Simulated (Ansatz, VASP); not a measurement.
**SnTe: VASP beside Ansatz**

```xyz
2
Lattice="0.0000 3.1242 3.1242 3.1242 0.0000 3.1242 3.1242 3.1242 0.0000" Properties=species:S:1:pos:R:3 pbc="T T T"
Sn    0.0000    0.0000    0.0000
Te    3.1242    3.1242    3.1242
```

Alike in both runs: task single point; functional r2SCAN; k mesh 6 × 6 × 6; occupations fermi-dirac, width 0.02 eV; no spin polarisation.

|  | VASP | Ansatz |
| --- | --- | --- |
| version | VASP 6.6.1 | Ansatz 0.2.0 |
| potentials or method | VASP PAW PBE potentials, release 64 (Sn_d, Te) | plane waves, PAW |
| plane-wave cutoff (eV) | 520 | 500 |
| valence electrons in the cell | 20 | 30 |

```tsv
	VASP	Ansatz	Ansatz less VASP
pressure (GPa)	3.0	3.0	-0.02
```

VASP's potentials were made for PBE, not for r2SCAN. VASP's potentials hold 20 valence electrons a cell and Ansatz's 30, so a difference there can come from the potentials and not from the codes.

Spin-orbit coupling is off throughout.
